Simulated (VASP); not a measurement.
Here is a VASP 6.6.1 calculation.

File INCAR:

```
SYSTEM = Sc4SiN
PREC     = Accurate       ! precision mode
ENCUT    = 520            ! plane-wave cutoff, eV
EDIFF    = 1E-6           ! SCF threshold, eV
ISMEAR   = 0              ! smearing method
SIGMA    = 0.1            ! smearing width, eV
LREAL    = .False.        ! projectors in reciprocal space
LASPH    = .True.         ! aspherical terms in the spheres
NELM     = 100            ! most SCF steps
ALGO     = Normal         ! electronic algorithm
ISIF     = 2              ! what is computed and relaxed
LWAVE    = .False.        ! write WAVECAR
LCHARG   = .False.        ! write CHGCAR
GGA      = PE             ! functional
NBANDS   = 36             ! bands
```

KPOINTS

```
regular mesh
0
Gamma
  4 4 4
  0 0 0
```

File POSCAR:

```
Sc4SiN
1.0
    4.0537209537     -3.5528086908      0.0000000000
    4.0537209537      3.5528086908      0.0000000000
    0.0000000000      0.0000000000      4.7867462390
Sc Si N
4 1 1
Direct
    0.7284385940      0.2715614060      0.0000000000
    0.2715614060      0.7284385940      0.0000000000
    0.5000000000      0.0000000000      0.5000000000
    0.0000000000      0.5000000000      0.5000000000
    0.5000000000      0.5000000000      0.5000000000
    0.0000000000      0.0000000000      0.0000000000
```

Potentials or basis: VASP PAW PBE potentials, release 64 (Sc_sv, Si, N).

The run is started by

```console
$ cat potpaw_PBE.64/Sc_sv/POTCAR potpaw_PBE.64/Si/POTCAR potpaw_PBE.64/N/POTCAR > POTCAR
$ mpirun -np 1 vasp_std > vasp.out
```

Problem. Predict the largest force.

Solution. 0.107 eV/Å.

Problem. Estimate the band gap on the k mesh.

Solution. Zero (an odd number of electrons rules out a gap without spin polarisation).

Problem. What does it give for the pressure?

Solution. 0.1 GPa.

Forces on the atoms (eV/Å):
```
Sc   0.000  0.107  0.000
Sc   0.000 -0.107  0.000
Sc   0.000  0.000  0.000
Sc   0.000  0.000  0.000
Si   0.000  0.000  0.000
N    0.000  0.000  0.000
```
